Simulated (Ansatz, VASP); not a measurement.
**Two plane-wave programs on I**

```xyz
1
Lattice="3.3238 0.0000 0.0000 0.0000 3.3238 0.0000 0.0000 0.0000 3.3238" Properties=species:S:1:pos:R:3 pbc="T T T"
I     0.0000    0.0000    0.0000
```

Alike in both runs: task relaxation of cell and atoms; functional PBE; k mesh 11 × 11 × 11; occupations fermi-dirac, width 0.1 eV; no spin polarisation.

|  | VASP | Ansatz |
| --- | --- | --- |
| version | VASP 6.6.1 | Ansatz 0.2.0 |
| potentials or method | VASP PAW PBE potentials, release 64 (I) | PAW with Ansatz's default frozen-core files, scalar-relativistic |
| plane-wave cutoff (eV) | 600 | 420 |
| valence electrons in the cell | 7 | 17 |

```csv
,VASP,Ansatz,Ansatz less VASP
relaxed volume (Å³/atom),41.77,41.77,+0.002
relaxed cell length with the largest relative difference (Å),3.470,3.470,0.0000
```

VASP's potentials hold 7 valence electrons a cell and Ansatz's 17, so a difference there can come from the potentials and not from the codes.

Spin-orbit coupling is off throughout.
